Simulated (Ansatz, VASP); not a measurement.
## Two plane-wave programs on PtSe2

Contents of INCAR:

```
PREC = Accurate
ENCUT = 520
EDIFF = 1E-6
ISMEAR = -1
SIGMA = 0.02
LREAL = F
LASPH = T
NELM = 60
ALGO = Normal
ISIF = 2
LWAVE = F
LCHARG = F
GGA = PE
NBANDS = 18
```

Contents of KPOINTS:

```
regular mesh
0
Gamma
  8 8 8
```

Contents of POSCAR:

```
PtSe2
1.0
    1.8204971574      1.0510645239      5.4845026741
   -1.8204971574      1.0510645239      5.4845026741
    0.0000000000     -2.1021290477      5.4845026741
Pt Se
1 2
Direct
   -0.0007636743     -0.0007636743     -0.0007636743
    0.4219829336      0.4219829336      0.4219829336
    0.2454474074      0.2454474074      0.2454474074
```

Input for Ansatz:

```yaml
crystal:
  lattice:
    - [1.8204971574, 1.0510645239, 5.4845026741]
    - [-1.8204971574, 1.0510645239, 5.4845026741]
    - [0.0, -2.1021290477, 5.4845026741]
  atoms:
    - { symbol: Pt, position: [-0.0007636743, -0.0007636743, -0.0007636743] }
    - { symbol: Se, position: [0.4219829336, 0.4219829336, 0.4219829336] }
    - { symbol: Se, position: [0.2454474074, 0.2454474074, 0.2454474074] }
kpoints:
  mp_grid: { grid: [8, 8, 8] }
  band_path:
    path:
      - [[0.0, 0.0, 0.0], [-0.5, -0.5, -0.5], [-0.5, -0.1911512654218, -0.8088487345782]]
      - [[-0.1911512654218, 0.1911512654218, -0.5], [7.082662616168e-17, -7.053135968114e-17, -0.5], [0.0, 0.0, 0.0], [6.897890238323e-17, 0.3455756327109, -0.3455756327109]]
      - [[-0.3455756327109, -7.038372644087e-17, -0.6544243672891], [-0.5, -7.038372644087e-17, -0.5], [0.0, 0.0, 0.0]]
    npoints: 10
hamiltonian:
  xc: pbe
scf:
  occupations: { method: fermi_dirac, width: 0.02 }
  n_extra_bands: 4
output:
  forces: true
  stress: true
  eigenvalues: true
```

Alike in both runs: task single point; functional PBE; k mesh 8 × 8 × 8; occupations fermi-dirac, width 0.02 eV; no spin polarisation.

|  | VASP | Ansatz |
| --- | --- | --- |
| version | VASP 6.6.1 | Ansatz 0.2.0 |
| potentials or method | VASP PAW PBE potentials, release 64 (Pt, Se) | plane waves, PAW |
| plane-wave cutoff (eV) | 520 | 420 |
| valence electrons in the cell | 22 | 50 |

|  | VASP | Ansatz | Ansatz less VASP |
| --- | --- | --- | --- |
| pressure (GPa) | 3.4 | 3.5 | +0.01 |
| traceless stress, the component that is largest in VASP (GPa) | -0.49 | -0.48 | +0.011 |
| rms of the force components (eV/Å) | 0.101 | 0.100 | -0.0011 |

Atom by atom the forces differ by 0.001 eV/Å (rms over components). With one functional, cell and mesh, what is left measures potentials, basis and numerics. VASP's potentials hold 22 valence electrons a cell and Ansatz's 50, so a difference there can come from the potentials and not from the codes.

Neither program's run includes spin-orbit coupling.
